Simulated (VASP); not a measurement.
Write the native input for VASP 6.6.1 that does the following.

```yaml
Task: single point
Functional: PBE
Potentials_or_basis: VASP PAW PBE potentials, release 64 (Au)
Cutoff: 520 eV
k_mesh: 16 × 16 × 10
Occupations: gaussian, width 0.1 eV
Spin: no spin polarisation
Dipole_correction: no
Further_INCAR_settings: ALGO = Fast; EDIFF = 1e-06; NBANDS = 18
```

The structure of Au lies in POSCAR:

```
Au
1.0
    1.4540303431     -2.6221640906      0.0000000000
    1.4540303431      2.6221640906      0.0000000000
    0.0000000000      0.0000000000      5.0087203035
Au
2
Direct
    0.6645204895      0.3354795105      0.2500000000
    0.3354795105      0.6645204895      0.7500000000
```

These files were run (other wordings do the same):

INCAR

```
SYSTEM = Au
PREC = Accurate ; ENCUT = 520
EDIFF = 1E-6 ; ISMEAR = 0
SIGMA = 0.1 ; LREAL = .FALSE.
LASPH = .TRUE. ; NELM = 100
ALGO = Fast ; ISIF = 2
LWAVE = .FALSE. ; LCHARG = .FALSE.
GGA = PE ; NBANDS = 18
```

KPOINTS

```
regular mesh
0
G
  16 16 10
  0 0 0
```

Potentials or basis: VASP PAW PBE potentials, release 64 (Au).

The run is started by

```console
$ cat potpaw_PBE.64/Au/POTCAR > POTCAR
$ mpirun -np 1 vasp_std > vasp.out
```

Results of the run:

```yaml
Pressure: -6.8 GPa
Band_gap_on_the_k_mesh: zero (bands 11 and 12 overlap by 6.07 eV)
```

Caveat: the cell stands under tension; spin-orbit coupling is left out, which moves the levels of the heavy elements.

It took 5.1 min on 1 thread of Intel Xeon 8259CL, on a shared host, peak memory 0.36 GiB.
